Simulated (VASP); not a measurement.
# Al (Im-3m) in VASP: a series of runs

Al is run at these levels: PBE; tasks: single point.

All numbers are computed with VASP 6.6.1; they aren't measurements. Logs are shortened: lines on timing, memory, paths and dates and some standing lists are left out, and cuts for length are marked.

## 1. The cell of the first run

It takes space group Im-3m (No. 229, cubic). The conventional cell has a = 3.235 Å, b = 3.235 Å, c = 3.235 Å, α = 90.00°, β = 90.00°, γ = 90.00°. Al (site symmetry m-3m) has 14 Al at 2.80 to 3.24 Å within 3.7 Å.

This isn't the form of Al at room conditions, which is fcc.

## 2. Single point, PBE

Contents of INCAR:

```
PREC = Accurate
ENCUT = 520
EDIFF = 1E-7
ISMEAR = 0
SIGMA = 0.15
LREAL = F
LASPH = T
NELM = 100
ALGO = Normal
ISIF = 2
LWAVE = F
LCHARG = T
GGA = PE
LELF = T
LVHAR = T
NBANDS = 10
```

Contents of KPOINTS:

```
Automatic mesh
0
Gamma
  10 10 10
```

Contents of POSCAR:

```
Al
1.0
    0.0000000000     -3.2350204435      0.0000000000
   -3.2350204435      0.0000000000      0.0000000000
    0.0000000000      0.0000000000     -3.2350204435
Al
2
Direct
    0.5000000000      0.5000000000      0.5000000000
    0.0000000000      0.0000000000      0.0000000000
```

Potentials or basis: VASP PAW PBE potentials, release 64 (Al).

Launch:

```bash
> cat potpaw_PBE.64/Al/POTCAR > POTCAR
> mpirun -np 1 vasp_std > vasp.out
```

OUTCAR:

```text
PREC = Accurate
   ENCUT = 520
   EDIFF = 1E-7
   ISMEAR = 0
   LREAL = F
   LASPH = T
   NELM = 100
   ISIF = 2
   GGA = PE

 ion  position               nearest neighbor table
   1  0.500  0.500  0.500-   2 2.80   2 2.80   2 2.80   2 2.80   2 2.80   2 2.80   2 2.80   2 2.80

   2  0.000  0.000  0.000-   1 2.80   1 2.80   1 2.80   1 2.80   1 2.80   1 2.80   1 2.80   1 2.80

  LATTYP: Found a simple cubic cell.
 ALAT       =     3.2350204435

  Lattice vectors:

 A1 = (   0.0000000000,  -3.2350204435,   0.0000000000)
 A2 = (  -3.2350204435,   0.0000000000,   0.0000000000)
 A3 = (   0.0000000000,   0.0000000000,  -3.2350204435)

Analysis of symmetry for initial positions (statically):
=====================================================================
 Subroutine PRICEL returns following result:

  LATTYP: Found a body centered cubic cell.
 ALAT       =     3.2350204435

  Lattice vectors:

 A1 = (  -1.6175102218,  -1.6175102217,   1.6175102217)
 A2 = (  -1.6175102217,   1.6175102217,  -1.6175102217)
 A3 = (   1.6175102217,  -1.6175102217,  -1.6175102218)

   2 primitive cells build up your supercell.

 Routine SETGRP: Setting up the symmetry group for a
 simple cubic supercell.

 Subroutine GETGRP returns: Found 48 space group operations
 (whereof 48 operations were pure point group operations)
 out of a pool of 48 trial point group operations.

The static configuration has the point symmetry O_h .

Analysis of symmetry for dynamics (positions and initial velocities):
=====================================================================
 Subroutine PRICEL returns following result:

  LATTYP: Found a body centered cubic cell.
 ALAT       =     3.2350204435

  Lattice vectors:

 A1 = (  -1.6175102218,  -1.6175102217,   1.6175102217)
 A2 = (  -1.6175102217,   1.6175102217,  -1.6175102217)
 A3 = (   1.6175102217,  -1.6175102217,  -1.6175102218)

   2 primitive cells build up your supercell.

 Routine SETGRP: Setting up the symmetry group for a
 simple cubic supercell.

 Subroutine GETGRP returns: Found 48 space group operations
 (whereof 48 operations were pure point group operations)
 out of a pool of 48 trial point group operations.

The dynamic configuration has the point symmetry O_h .

 Subroutine INISYM returns: Found 48 space group operations
 (whereof 48 operations are pure point group operations),
 and found     2 'primitive' translations

----------------------------------------------------------------------------------------

                                     Primitive cell

  volume of cell :      16.9278

  direct lattice vectors                    reciprocal lattice vectors
    -1.617510222 -1.617510222  1.617510222    -0.309117057 -0.309117057  0.000000000
    -1.617510222  1.617510222 -1.617510222    -0.309117057  0.000000000 -0.309117057
     1.617510222 -1.617510222 -1.617510222     0.000000000 -0.309117057 -0.309117057

  length of vectors
     2.801609886  2.801609886  2.801609886     0.437157535  0.437157535  0.437157535

  position of ions in fractional coordinates (direct lattice)
     0.000000000  1.000000000  0.000000000

  ion indices of the primitive-cell ions
   primitive index   ion index
                 1           1

----------------------------------------------------------------------------------------

 KPOINTS: Automatic mesh

Automatic generation of k-mesh.
 Grid dimensions read from file:
 generate k-points for:   10   10   10

 Generating k-lattice:

  Cartesian coordinates                     Fractional coordinates (reciprocal lattice)
     0.000000000 -0.030911706  0.000000000     0.100000000  0.000000000  0.000000000
    -0.030911706  0.000000000  0.000000000     0.000000000  0.100000000  0.000000000
     0.000000000  0.000000000 -0.030911706     0.000000000  0.000000000  0.100000000

  Length of vectors
     0.030911706  0.030911706  0.030911706

  Shift w.r.t. Gamma in fractional coordinates (k-lattice)
     0.000000000  0.000000000  0.000000000

 Subroutine IBZKPT returns following result:
 ===========================================

 Found     56 irreducible k-points:

 Following reciprocal coordinates:
            Coordinates               Weight
  0.000000  0.000000  0.000000      1.000000
  0.100000  0.000000  0.000000      6.000000
  0.200000  0.000000  0.000000      6.000000
  0.300000  0.000000  0.000000      6.000000
  0.400000  0.000000  0.000000      6.000000
  0.500000  0.000000  0.000000      3.000000
[... 16 lines left out ...]
  0.200000  0.100000  0.100000     24.000000
  0.300000  0.100000  0.100000     24.000000
 [... further k-points ...]
   k-points           NKPTS =     56   k-points in BZ     NKDIM =     56   number of bands    NBANDS=     10
   number of dos      NEDOS =    301   number of ions     NIONS =      2
   total plane-waves  NPLWV =  13824
   dimension x,y,z NGX =    24 NGY =   24 NGZ =   24
   dimension x,y,z NGXF=    48 NGYF=   48 NGZF=   48
   ions per type =               2
   NGX,Y,Z   is equivalent  to a cutoff of  12.33, 12.33, 12.33 a.u.
   NGXF,Y,Z  is equivalent  to a cutoff of  24.67, 24.67, 24.67 a.u.
 SYSTEM =  unknown system
   PREC   = accura    normal or accurate (medium, high low for compatibility)
   ISTART =      0    job   : 0-new  1-cont  2-samecut
   ICHARG =      2    charge: 1-file 2-atom 10-const
   ISPIN  =      1    spin polarized calculation?
   LNONCOLLINEAR =      F non collinear calculations
   LSORBIT =      F    spin-orbit coupling
   LASPH  =      T    aspherical Exc in radial PAW
   ENCUT  =  520.0 eV  38.22 Ry    6.18 a.u.   6.01  6.01  6.01*2*pi/ulx,y,z
   NELM   =    100;   NELMIN=  2; NELMDL= -5     # of ELM steps
   EDIFF  = 0.1E-06   stopping-criterion for ELM
   LREAL  =      F    real-space projection
   EDIFFG = 0.1E-05   stopping-criterion for IOM
   NSW    =      0    number of steps for IOM
   IBRION =     -1    ionic relax: 0-MD 1-quasi-New 2-CG
   NFREE  =      0    steps in history (QN), initial steepest desc. (CG)
   ISIF   =      2    stress and relaxation
   ISYM   =      2    0-nonsym 1-usesym 2-fastsym
   POTIM  = 0.5000    time-step for ionic-motion
   TEBEG  =    0.0;   TEEND  =   0.0 temperature during run
   PSTRESS=    0.0 pullay stress
   NELECT =       6.0000    total number of electrons
   NUPDOWN=      -1.0000    fix difference up-down
   EMIN   =  10.00;   EMAX   =-10.00  energy-range for DOS
   EFERMI =   0.00;   METHOD = LEGACY
   ISMEAR =     0;   SIGMA  =   0.15  broadening in eV -4-tet -1-fermi 0-gaus
   EFERMI_NEDOS =   21; number of points for ismear=-14 and -15
   IALGO  =     38    algorithm
   IMIX   =      4    mixing-type and parameters
     AMIX     =   0.40;   BMIX     =  1.00
     AMIX_MAG =   1.60;   BMIX_MAG =  1.00
  volume/ion in A,a.u.               =      16.93       114.23
  Fermi-wavevector in a.u.,A,eV,Ry     =   0.919563  1.737722 11.505037  0.845596
  Thomas-Fermi vector in A             =   2.044771
   LORBIT       =      0    0 simple, 1 ext, 2 COOP (PROOUT), +10 PAW based schemes
   GGA     = PE    functional components
   LHFCALC =     F    Hartree Fock is set to
   AEXX    =    0.0000 exact exchange contribution
   IVDW    =     0    specifies the selected vdW correction
   LEPSILON=     F    determine dielectric tensor
   LRPA    =     F    only Hartree local field effects (RPA)
 non-spin polarized calculation
 Gauss-broadening in eV      SIGMA  =   0.15
  energy-cutoff  :      520.00
  volume of cell :       33.86
 maximum number of plane-waves:       934
   NGX = 13   NGY = 13   NGZ = 13

 number of electron       6.0000000 magnetization

 Free energy of the ion-electron system (eV)
  ---------------------------------------------------
  ext. energy  EPLUGINS =         0.00000000
  ---------------------------------------------------
  free energy    TOTEN  =        -7.30302380 eV

  energy without entropy =       -7.28955565  energy(sigma->0) =       -7.29628972

 E-fermi :   7.7741     XC(G=0): -10.1082

 val. band max:        7.7487445652   @ k =   0.1000   0.0000   0.0000
 cond. band min:       7.8349266670   @ k =   0.1000   0.1000   0.1000
 fundamental gap:      0.0861821018
 Fermi energy:         7.7740644080

 k-point     1 :       0.0000    0.0000    0.0000
  band No.  band energies     occupation
      1      -3.2178      2.00000
      2       9.5622      0.00000
      3       9.5622      0.00000
      4       9.5622      0.00000
      5      10.7625      0.00000
      6      10.7625      0.00000
      7      13.0256      0.00000
      8      20.8514      0.00000
      9      20.8514      0.00000
     10      20.8514      0.00000

 k-point     2 :       0.1000    0.0000    0.0000
  band No.  band energies     occupation
      1      -3.0762      2.00000
      2       7.7487      1.18868
      3       9.6865      0.00000
      4       9.6865      0.00000
      5      10.9043      0.00000
      6      12.0002      0.00000
      7      13.9632      0.00000
      8      19.4060      0.00000
      9      19.4060      0.00000
     10      20.9901      0.00000

 k-point     3 :       0.2000    0.0000    0.0000
  band No.  band energies     occupation
      1      -2.6526      2.00000
      2       5.5589      2.00000
      3      10.0596      0.00000
      4      10.0596      0.00000
      5      11.3296      0.00000
      6      12.7217      0.00000
      7      16.5056      0.00000
      8      17.4617      0.00000
      9      17.4617      0.00000
     10      19.7663      0.00000
[... 248 lines left out ...]
 k-point    23 :       0.2000    0.1000    0.1000
  band No.  band energies     occupation
      1      -2.3708      2.00000
      2       5.8136      2.00000
      3       8.2275      0.00002
      4       8.7096      0.00000
      5      13.6929      0.00000
      6      14.4936      0.00000
      7      16.0155      0.00000
      8      16.2253      0.00000
      9      16.7880      0.00000
     10      18.4644      0.00000

 k-point    24 :       0.3000    0.1000    0.1000
  band No.  band energies     occupation
      1      -1.6687      2.00000
      2       3.8259      2.00000
      3       8.8817      0.00000
      4       9.3491      0.00000
      5      14.0921      0.00000
      6      14.3676      0.00000
      7      14.4169      0.00000
      8      15.2278      0.00000
      9      18.8881      0.00000
     10      19.7132      0.00000

 [... further k-points ...]

------------------------ aborting loop because EDIFF is reached ----------------------------------------

  FORCE on cell =-STRESS in cart. coord.  units (eV):
  Direction    XX          YY          ZZ          XY          YZ          ZX
  --------------------------------------------------------------------------------------
  -------------------------------------------------------------------------------------
  Total        0.0717681      0.0717681      0.0717681     -0.0000000      0.0000000     -0.0000000
  in kB        3.3963375      3.3963375      3.3963375     -0.0000000      0.0000000     -0.0000000
  external PRESSURE =       3.3963375 kB  Pullay stress =       0.0000000 kB

 VOLUME and BASIS-vectors are now :
 -----------------------------------------------------------------------------
  energy-cutoff  :      520.00
  volume of cell :       33.86
      direct lattice vectors                 reciprocal lattice vectors
     0.000000000 -3.235020443  0.000000000     0.000000000 -0.309117057  0.000000000
    -3.235020443  0.000000000  0.000000000    -0.309117057  0.000000000  0.000000000
     0.000000000  0.000000000 -3.235020443     0.000000000  0.000000000 -0.309117057

 POSITION                                       TOTAL-FORCE (eV/Angst)
 -----------------------------------------------------------------------------------
     -1.61751     -1.61751     -1.61751         0.000000      0.000000     -0.000000
      0.00000      0.00000      0.00000        -0.000000     -0.000000      0.000000
 -----------------------------------------------------------------------------------
    total drift:                                0.000000      0.000000     -0.000000

  FREE ENERGIE OF THE ION-ELECTRON SYSTEM (eV)
  ---------------------------------------------------
  free  energy   TOTEN  =        -7.3030238000 eV

  energy  without entropy=       -7.2895556489  energy(sigma->0) =       -7.29628972
```

Run time: 13 s. Hardware: 1 thread of Intel Xeon 8259CL, shared host; peak memory 0.14 GiB.

Results:

```yaml
Free_energy: -7.3030 eV
Pressure: 0.3 GPa
Band_gap_on_the_k_mesh: zero (bands 3 and 4 overlap by 8.77 eV)
```

## 3. Single point, PBE (strained)

Contents of INCAR:

```
SYSTEM = Al
PREC = Accurate
ENCUT = 520
EDIFF = 1E-6
ISMEAR = 0
SIGMA = 0.1
LREAL = .False.
LASPH = .True.
NELM = 80
ALGO = Normal
ISIF = 2
LWAVE = .False.
LCHARG = .False.
GGA = PE
NBANDS = 8
```

Contents of KPOINTS:

```
regular mesh
0
Gamma
  18 18 18
  0 0 0
```

Contents of POSCAR:

```
Al
1.0
   -1.5644066551      1.5644066551      1.5644066551
    1.5644066551     -1.5644066551      1.5644066551
    1.5644066551      1.5644066551     -1.5644066551
Al
1
Direct
    0.0000000000      0.0000000000      0.0000000000
```

Potentials or basis: VASP PAW PBE potentials, release 64 (Al).

Launch:

```bash
> cat potpaw_PBE.64/Al/POTCAR > POTCAR
> mpirun -np 1 vasp_std > vasp.out
```

Wall time 21 s (1 thread of Intel Xeon 8259CL, shared host); peak memory 0.13 GiB.

It converged, with:

* Free energy: -3.6129 eV
* Pressure: 8.6 GPa
* Band gap on the k mesh: zero (an odd number of electrons rules out a gap without spin polarisation)

Levels at points of the mesh, in eV from the Fermi level:
```
           k point  band 1  band 2  band 3  band 4
(0.00, 0.00, 0.00)  -11.69   13.70   13.70   13.70
(0.50, 0.00, 0.00)   -4.64   -3.98    8.42    8.72
(0.50, 0.50, 0.50)    1.97    1.97    1.97    2.83
```

Caveat: the cell differs from its parent crystal (strained); the cell stands under pressure.

## 4. Single point, PBE (strained)

Contents of INCAR:

```
SYSTEM = Al
  PREC = Accurate
  ENCUT = 520
  EDIFF = 1E-6
  ISMEAR = 0
  SIGMA = 0.1
  LREAL = .FALSE.
  LASPH = .TRUE.
  NELM = 100
  ALGO = Fast
  ISIF = 2
  LWAVE = .FALSE.
  LCHARG = .TRUE.
  GGA = PE
  LELF = .TRUE.
  LVHAR = .TRUE.
  NBANDS = 8
```

Contents of KPOINTS:

```
regular mesh
0
G
  18 18 18
  0 0 0
```

Contents of POSCAR:

```
Al
1.0
   -1.5766908634      1.5766908634      1.5766908634
    1.5766908634     -1.5766908634      1.5766908634
    1.5766908634      1.5766908634     -1.5766908634
Al
1
Direct
    0.0000000000      0.0000000000      0.0000000000
```

Potentials or basis: VASP PAW PBE potentials, release 64 (Al).

Launch:

```bash
> cat potpaw_PBE.64/Al/POTCAR > POTCAR
> mpirun -np 1 vasp_std > vasp.out
```

OUTCAR:

```text
SYSTEM = Al
   PREC = Accurate
   ENCUT = 520
   EDIFF = 1E-6
   ISMEAR = 0
   LREAL = .FALSE.
   LASPH = .TRUE.
   NELM = 100
   ISIF = 2
   GGA = PE

 ion  position               nearest neighbor table
   1  0.000  0.000  0.000-

  LATTYP: Found a body centered cubic cell.
 ALAT       =     3.1533817268

  Lattice vectors:

 A1 = (  -1.5766908634,   1.5766908634,   1.5766908634)
 A2 = (   1.5766908634,  -1.5766908634,   1.5766908634)
 A3 = (   1.5766908634,   1.5766908634,  -1.5766908634)

Analysis of symmetry for initial positions (statically):
=====================================================================
 Subroutine PRICEL returns:
 Original cell was already a primitive cell.

 Routine SETGRP: Setting up the symmetry group for a
 body centered cubic supercell.

 Subroutine GETGRP returns: Found 48 space group operations
 (whereof 48 operations were pure point group operations)
 out of a pool of 48 trial point group operations.

The static configuration has the point symmetry O_h .

Analysis of symmetry for dynamics (positions and initial velocities):
[... 161 lines left out ...]
 cond. band min:       8.6229427304   @ k =   0.2222   0.2222   0.1667
 fundamental gap:      0.0517566419
 Fermi energy:         8.5758399501

 k-point     1 :       0.0000    0.0000    0.0000
  band No.  band energies     occupation
      1      -2.9437      2.00000
      2      22.1322      0.00000
      3      22.1322      0.00000
      4      22.1322      0.00000
      5      24.0199      0.00000
      6      24.0199      0.00000
      7      24.0199      0.00000
      8      25.2689      0.00000
[... 243 lines left out ...]
 k-point    24 :       0.3889    0.1111    0.0000
  band No.  band energies     occupation
      1       3.0691      2.00000
      2       6.2760      2.00000
      3      13.8550      0.00000
      4      16.8883      0.00000
      5      20.4013      0.00000
      6      23.2191      0.00000
      7      27.7927      0.00000
      8      30.3570      0.00000

 [... further k-points ...]

------------------------ aborting loop because EDIFF is reached ----------------------------------------

  FORCE on cell =-STRESS in cart. coord.  units (eV):
  Direction    XX          YY          ZZ          XY          YZ          ZX
  --------------------------------------------------------------------------------------
  -------------------------------------------------------------------------------------
  Total        0.6152698      0.6152698      0.6152698      0.0000000      0.0000000      0.0000000
  in kB       62.8747861     62.8747861     62.8747861      0.0000000      0.0000000      0.0000000
  external PRESSURE =      62.8747861 kB  Pullay stress =       0.0000000 kB

 VOLUME and BASIS-vectors are now :
 -----------------------------------------------------------------------------
  energy-cutoff  :      520.00
  volume of cell :       15.68
      direct lattice vectors                 reciprocal lattice vectors
    -1.576690863  1.576690863  1.576690863     0.000000000  0.317119869  0.317119869
     1.576690863 -1.576690863  1.576690863     0.317119869  0.000000000  0.317119869
     1.576690863  1.576690863 -1.576690863     0.317119869  0.317119869  0.000000000

 POSITION                                       TOTAL-FORCE (eV/Angst)
 -----------------------------------------------------------------------------------
      0.00000      0.00000      0.00000         0.000000      0.000000      0.000000
 -----------------------------------------------------------------------------------
    total drift:                                0.000000      0.000000      0.000000

  FREE ENERGIE OF THE ION-ELECTRON SYSTEM (eV)
  ---------------------------------------------------
  free  energy   TOTEN  =        -3.6297007282 eV

  energy  without entropy=       -3.6274997343  energy(sigma->0) =       -3.62860023
```

OSZICAR:

```text
N       E                     dE             d eps       ncg     rms          rms(c)
DAV:   1    -0.225883690610E+01   -0.22588E+01   -0.88696E+02  3160   0.207E+02
DAV:   2    -0.364990968183E+01   -0.13911E+01   -0.13451E+01  4360   0.191E+01
DAV:   3    -0.365555945419E+01   -0.56498E-02   -0.56480E-02  3816   0.137E+00
DAV:   4    -0.365557316960E+01   -0.13715E-04   -0.13716E-04  4624   0.604E-02
DAV:   5    -0.365557321043E+01   -0.40827E-07   -0.41378E-07  3864   0.217E-03    0.134E+00
RMM:   6    -0.364030282419E+01    0.15270E-01   -0.11257E-03  3120   0.183E-01    0.778E-01
RMM:   7    -0.362968052159E+01    0.10622E-01   -0.36077E-03  3569   0.313E-01    0.123E-01
RMM:   8    -0.362969730045E+01   -0.16779E-04   -0.18234E-04  3414   0.841E-02    0.204E-02
RMM:   9    -0.362969989540E+01   -0.25950E-05   -0.23786E-05  3466   0.303E-02    0.137E-02
RMM:  10    -0.362970072815E+01   -0.83275E-06   -0.43507E-06  3544   0.131E-02
   1 F= -.36297007E+01 E0= -.36286002E+01  d E =-.220099E-02
```

stdout:

```text
POSCAR found type information on POSCAR Al
 POSCAR found :  1 types and       1 ions
 scaLAPACK will be used
 LDA part: xc-table for (Slater+PW92), standard interpolation
 POSCAR, INCAR and KPOINTS ok, starting setup
 FFT: planning ... GRIDC
 FFT: planning ... GRID_SOFT
 FFT: planning ... GRID
 WAVECAR not read
 entering main loop
```

Run time: 24 s. Hardware: 1 thread of Intel Xeon 8259CL, shared host; peak memory 0.13 GiB.

Results:

| Property | Result |
| --- | --- |
| Free energy | -3.6297 eV |
| Pressure | 6.3 GPa |
| Band gap on the k mesh | zero (an odd number of electrons rules out a gap without spin polarisation) |

Caveat: the cell differs from its parent crystal (strained); the cell stands under pressure.

## 5. Overview

```csv
cell,k mesh,smearing,gap on the mesh (eV),pressure (GPa)
"a = 3.235 Å, 2 atoms, atomic positions A",10 × 10 × 10,gaussian 0.15 eV,none,0.3
"a = 2.710 Å, angles 109.5°, 1 atom, atomic positions B",18 × 18 × 18,gaussian 0.1 eV,none,8.6
"a = 2.731 Å, angles 109.5°, 1 atom, atomic positions B",18 × 18 × 18,gaussian 0.1 eV,none,6.3
```

Alike in all rows: task single point; level PBE; potentials or basis VASP PAW PBE potentials, release 64 (Al); no spin polarisation; cutoff (eV) 520.

Caveats: the cell stands under pressure (at least some runs).

Total energies depend on the potentials used, so only differences within one code and one set of settings carry meaning.
